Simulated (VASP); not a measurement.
# KCl (P4/mmm) in VASP: a series of runs

KCl is run at these levels: PBEsol; tasks: single point.

Program: VASP 6.6.1. These are calculated values, not measurements. Logs are shortened: lines on timing, memory, paths and dates and some standing lists are left out, and cuts for length are marked.

## Step 1: The cell of the first run

Symmetry: P4/mmm, No. 123, tetragonal system. The conventional cell has a = 3.858 Å, b = 3.858 Å, c = 3.839 Å, α = 90.00°, β = 90.00°, γ = 90.00°. Within 4.4 Å of K (site symmetry 4/mmm) lie 8 Cl at 3.34 Å and 6 K at 3.84 to 3.86 Å. Cl (site symmetry 4/mmm) has 8 K at 3.34 Å and 6 Cl at 3.84 to 3.86 Å within 4.4 Å.

## Step 2: Single point, PBEsol (strain +0.0050 x Voigt [1, 1, 0, 0, 0, 0])

The input, INCAR:

```
SYSTEM = KCl
  ALGO = Normal
  EDIFF = 1E-7
  ENCUT = 520
  GGA = PS
  ISIF = 2
  ISMEAR = 0
  LASPH = .TRUE.
  LCHARG = .FALSE.
  LREAL = .FALSE.
  LWAVE = .FALSE.
  NBANDS = 15
  NELM = 100
  PREC = Accurate
  SIGMA = 0.05
```

The input, KPOINTS:

```
k-points
0
G
  6 6 6
  0 0 0
```

The input, POSCAR:

```
KCl
1.0
    3.8583919800      0.0000000000      0.0000000000
    0.0000000000      3.8583919800      0.0000000000
    0.0000000000      0.0000000000      3.8391960000
K Cl
1 1
Direct
    0.0000000000      0.0000000000      0.0000000000
    0.5000000000      0.5000000000      0.5000000000
```

Potentials or basis: VASP PAW PBE potentials, release 64 (K_sv, Cl).

The run is started by

```bash
cat potpaw_PBE.64/K_sv/POTCAR potpaw_PBE.64/Cl/POTCAR > POTCAR
mpirun -np 1 vasp_std > vasp.out
```

OUTCAR:

```text
SYSTEM = KCl
   EDIFF = 1E-7
   ENCUT = 520
   GGA = PS
   ISIF = 2
   ISMEAR = 0
   LASPH = .TRUE.
   LREAL = .FALSE.
   NELM = 100
   PREC = Accurate

 ion  position               nearest neighbor table
   1  0.000  0.000  0.000-
   2  0.500  0.500  0.500-

  LATTYP: Found a simple tetragonal cell.
 ALAT       =     3.8583919800
 C/A-ratio  =     0.9950248756

  Lattice vectors:

 A1 = (   3.8583919800,   0.0000000000,   0.0000000000)
 A2 = (   0.0000000000,   3.8583919800,   0.0000000000)
 A3 = (   0.0000000000,   0.0000000000,   3.8391960000)

Analysis of symmetry for initial positions (statically):
=====================================================================
 Subroutine PRICEL returns:
 Original cell was already a primitive cell.

 Routine SETGRP: Setting up the symmetry group for a
 simple tetragonal supercell.

 Subroutine GETGRP returns: Found 16 space group operations
 (whereof 16 operations were pure point group operations)
 out of a pool of 16 trial point group operations.

The static configuration has the point symmetry D_4h.

Analysis of symmetry for dynamics (positions and initial velocities):
=====================================================================
 Subroutine PRICEL returns:
 Original cell was already a primitive cell.

 Routine SETGRP: Setting up the symmetry group for a
 simple tetragonal supercell.

 Subroutine GETGRP returns: Found 16 space group operations
 (whereof 16 operations were pure point group operations)
 out of a pool of 16 trial point group operations.

The dynamic configuration has the point symmetry D_4h.

 Subroutine INISYM returns: Found 16 space group operations
 (whereof 16 operations are pure point group operations),
 and found     1 'primitive' translations

----------------------------------------------------------------------------------------

                                     Primitive cell

  volume of cell :      57.1548

  direct lattice vectors                    reciprocal lattice vectors
     3.858391980  0.000000000  0.000000000     0.259175326  0.000000000  0.000000000
     0.000000000  3.858391980  0.000000000     0.000000000  0.259175326  0.000000000
     0.000000000  0.000000000  3.839196000     0.000000000  0.000000000  0.260471203

  length of vectors
     3.858391980  3.858391980  3.839196000     0.259175326  0.259175326  0.260471203

  position of ions in fractional coordinates (direct lattice)
[... 83 lines left out ...]
   IBRION =     -1    ionic relax: 0-MD 1-quasi-New 2-CG
   NFREE  =      0    steps in history (QN), initial steepest desc. (CG)
   ISIF   =      2    stress and relaxation
   ISYM   =      2    0-nonsym 1-usesym 2-fastsym
   POTIM  = 0.5000    time-step for ionic-motion
   TEBEG  =    0.0;   TEEND  =   0.0 temperature during run
   PSTRESS=    0.0 pullay stress
   NELECT =      16.0000    total number of electrons
   NUPDOWN=      -1.0000    fix difference up-down
   EMIN   =  10.00;   EMAX   =-10.00  energy-range for DOS
   EFERMI =   0.00;   METHOD = LEGACY
   ISMEAR =     0;   SIGMA  =   0.05  broadening in eV -4-tet -1-fermi 0-gaus
   EFERMI_NEDOS =   21; number of points for ismear=-14 and -15
   IALGO  =     38    algorithm
   IMIX   =      4    mixing-type and parameters
     AMIX     =   0.40;   BMIX     =  1.00
     AMIX_MAG =   1.60;   BMIX_MAG =  1.00
  volume/ion in A,a.u.               =      28.58       192.85
  Fermi-wavevector in a.u.,A,eV,Ry     =   1.070937  2.023777 15.604598  1.146906
  Thomas-Fermi vector in A             =   2.206662
   LORBIT       =      0    0 simple, 1 ext, 2 COOP (PROOUT), +10 PAW based schemes
   GGA     = PS    functional components
   LHFCALC =     F    Hartree Fock is set to
   AEXX    =    0.0000 exact exchange contribution
   IVDW    =     0    specifies the selected vdW correction
   LEPSILON=     F    determine dielectric tensor
   LRPA    =     F    only Hartree local field effects (RPA)
 non-spin polarized calculation
 Gauss-broadening in eV      SIGMA  =   0.05
  energy-cutoff  :      520.00
  volume of cell :       57.15
 maximum number of plane-waves:      1568
 NGX is ok and might be reduce to    30
   NGX = 15   NGY = 15   NGZ = 15

 number of electron      16.0000007 magnetization

 Free energy of the ion-electron system (eV)
  ---------------------------------------------------
  ext. energy  EPLUGINS =         0.00000000
  ---------------------------------------------------
  free energy    TOTEN  =        -6.89096279 eV

  energy without entropy =       -6.89096279  energy(sigma->0) =       -6.89096279

 E-fermi :  -0.6683     XC(G=0):  -8.2211

 val. band max:       -0.9361863226   @ k =   0.5000   0.5000   0.0000
 cond. band min:       3.6295309756   @ k =   0.0000   0.0000   0.0000
 fundamental gap:      4.5657172982
 Fermi energy:        -0.6682957585

 k-point     1 :       0.0000    0.0000    0.0000
  band No.  band energies     occupation
      1     -28.8606      2.00000
      2     -13.4810      2.00000
      3     -12.3128      2.00000
      4     -12.3128      2.00000
      5     -12.3107      2.00000
      6      -1.1652      2.00000
      7      -1.1652      2.00000
      8      -1.1387      2.00000
      9       3.6295      0.00000
     10       5.4951      0.00000
     11       5.5161      0.00000
     12       9.6263      0.00000
     13       9.6605      0.00000
     14       9.6605      0.00000
[... 401 lines left out ...]
      2     -13.3588      2.00000
      3     -12.4760      2.00000
      4     -12.4061      2.00000
      5     -12.2647      2.00000
      6      -2.3007      2.00000
      7      -1.9372      2.00000
      8      -1.0138      2.00000
      9       5.5163      0.00000
     10       6.3471      0.00000
     11       8.2162      0.00000
     12       8.2366      0.00000
     13       8.7513      0.00000
     14       9.6565      0.00000
     15      11.1015      0.00000

 [... further k-points ...]
[... 5 lines left out ...]
  --------------------------------------------------------------------------------------
  -------------------------------------------------------------------------------------
  Total       -0.5820193     -0.5820193     -0.5083301      0.0000000      0.0000000     -0.0000000
  in kB      -16.3152981    -16.3152981    -14.2496253      0.0000000      0.0000000     -0.0000000
  external PRESSURE =     -15.6267405 kB  Pullay stress =       0.0000000 kB

 VOLUME and BASIS-vectors are now :
 -----------------------------------------------------------------------------
  energy-cutoff  :      520.00
  volume of cell :       57.15
      direct lattice vectors                 reciprocal lattice vectors
     3.858391980  0.000000000  0.000000000     0.259175326  0.000000000  0.000000000
     0.000000000  3.858391980  0.000000000     0.000000000  0.259175326  0.000000000
     0.000000000  0.000000000  3.839196000     0.000000000  0.000000000  0.260471203

 POSITION                                       TOTAL-FORCE (eV/Angst)
 -----------------------------------------------------------------------------------
      0.00000      0.00000      0.00000         0.000000      0.000000      0.000000
      1.92920      1.92920      1.91960         0.000000      0.000000      0.000000
 -----------------------------------------------------------------------------------
    total drift:                                0.000000      0.000000     -0.000000

  FREE ENERGIE OF THE ION-ELECTRON SYSTEM (eV)
  ---------------------------------------------------
  free  energy   TOTEN  =        -6.8909627852 eV

  energy  without entropy=       -6.8909627852  energy(sigma->0) =       -6.89096279
```

OSZICAR:

```text
N       E                     dE             d eps       ncg     rms          rms(c)
DAV:   1     0.100707487120E+03    0.10071E+03   -0.71868E+03  1200   0.970E+02
DAV:   2    -0.139223684353E+01   -0.10210E+03   -0.95214E+02  1531   0.241E+02
DAV:   3    -0.698333116236E+01   -0.55911E+01   -0.55628E+01  1621   0.499E+01
DAV:   4    -0.716547295101E+01   -0.18214E+00   -0.18207E+00  1829   0.824E+00
DAV:   5    -0.716709462234E+01   -0.16217E-02   -0.16216E-02  1671   0.849E-01    0.274E+00
DAV:   6    -0.692203243417E+01    0.24506E+00   -0.25373E-01  1473   0.310E+00    0.229E+00
DAV:   7    -0.689009519116E+01    0.31937E-01   -0.71453E-02  1564   0.182E+00    0.138E+00
DAV:   8    -0.689070667175E+01   -0.61148E-03   -0.16298E-02  1763   0.950E-01    0.211E-01
DAV:   9    -0.689073937064E+01   -0.32699E-04   -0.81404E-04  1578   0.195E-01    0.102E-01
DAV:  10    -0.689096599075E+01   -0.22662E-03   -0.29491E-04  1396   0.137E-01    0.332E-02
DAV:  11    -0.689096100146E+01    0.49893E-05   -0.38952E-05  1662   0.456E-02    0.184E-02
DAV:  12    -0.689096304803E+01   -0.20466E-05   -0.46769E-06  1480   0.145E-02    0.264E-03
DAV:  13    -0.689096291622E+01    0.13181E-06   -0.17137E-07  1567   0.310E-03    0.144E-03
DAV:  14    -0.689096277850E+01    0.13772E-06   -0.31435E-08  1209   0.136E-03    0.155E-04
DAV:  15    -0.689096278516E+01   -0.66652E-08   -0.25536E-09  1097   0.446E-04
   1 F= -.68909628E+01 E0= -.68909628E+01  d E =-.453763E-16
```

stdout:

```text
POSCAR found type information on POSCAR K Cl
 POSCAR found :  2 types and       2 ions
 scaLAPACK will be used
 -----------------------------------------------------------------------------
|                                                                             |
|                                                                             |
|     You enforced a specific xc type in the INCAR file but a different       |
|     I HOPE YOU KNOW WHAT YOU ARE DOING!                                     |
|                                                                             |
 -----------------------------------------------------------------------------

 LDA part: xc-table for (Slater+PW92), standard interpolation
 POSCAR, INCAR and KPOINTS ok, starting setup
 FFT: planning ... GRIDC
 FFT: planning ... GRID_SOFT
 FFT: planning ... GRID
 WAVECAR not read
 entering main loop
```

Run time: 47 s. Hardware: 1 thread of AMD EPYC 7R43 (Zen 3), shared host; peak memory 0.15 GiB.

What came out:

```
Free energy            : -6.8910 eV
Pressure               : -1.6 GPa
Band gap on the k mesh : 4.57 eV, indirect (least direct gap 4.77 eV)
```

Levels at points of the mesh, in eV from the valence-band top:
```csv
k point,band 6,band 7,band 8,band 9,band 10,band 11
"(0.00, 0.00, 0.00)",-0.23,-0.23,-0.20,4.57,6.43,6.45
"(0.50, 0.00, 0.00)",-1.79,-0.24,-0.21,7.46,7.80,8.05
"(0.50, 0.50, 0.00)",-1.22,-1.22,0.00,6.02,7.15,8.88
"(0.00, 0.00, 0.50)",-1.79,-0.23,-0.23,7.46,7.81,8.08
"(0.50, 0.00, 0.50)",-1.22,-1.21,-0.02,6.03,7.12,8.83
"(0.50, 0.50, 0.50)",-1.34,-1.33,-1.33,8.60,8.60,8.61
```

Caveat: the cell differs from its parent crystal (strain +0.0050 x Voigt [1, 1, 0, 0, 0, 0]); the PAW data sets were made with another functional, which shifts forces and pressure a little. A k mesh can miss the band edges.

(Part 1 of 2 ends here.)
